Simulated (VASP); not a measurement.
Here is a VASP 6.6.1 calculation.

POSCAR

```
Ni
1.0
   -1.3830381735      1.3830381735      1.3830381735
    1.3830381735     -1.3830381735      1.3830381735
    1.3830381735      1.3830381735     -1.3830381735
Ni
1
Direct
    0.0000000000      0.0000000000      0.0000000000
```

The input INCAR.step1:

```
ALGO = Normal
EDIFF = 1E-4
ENCUT = 520
GGA = PE
ISMEAR = 0
ISPIN = 2
LASPH = T
LCHARG = F
LMAXMIX = 4
LREAL = F
LWAVE = T
MAGMOM = 0.78
NBANDS = 15
NELM = 150
PREC = Accurate
SIGMA = 0.1
```

File INCAR.step2:

```
ALGO = Normal
EDIFF = 1E-7
ENCUT = 520
ISIF = 2
ISMEAR = 0
ISPIN = 2
ISTART = 1
LASPH = T
LCHARG = T
LELF = T
LMAXMIX = 4
LMIXTAU = T
LORBIT = 11
LREAL = F
LVHAR = T
LWAVE = F
MAGMOM = 0.78
METAGGA = R2SCAN
NBANDS = 15
NELM = 150
PREC = Accurate
SIGMA = 0.1
```

Contents of KPOINTS:

```
k-points
0
Gamma
  22 22 22
```

Potentials or basis: VASP PAW PBE potentials, release 64 (Ni).

The run is started by

```sh
$ cat potpaw_PBE.64/Ni/POTCAR > POTCAR
$ cp INCAR.step1 INCAR
$ mpirun -np 1 vasp_std > vasp.out
$ cp INCAR.step2 INCAR
$ mpirun -np 1 vasp_std > vasp.out
```

(1) What does it give for the net moment?

(2) Estimate the pressure.

(3) What does it give for the site moments?

## Answers

(1) 0.62 μB per cell.

(2) 0.4 GPa.

(3) Ni +0.64 μB.

Caveat: the PAW data sets were made with another functional, which shifts forces and pressure a little.
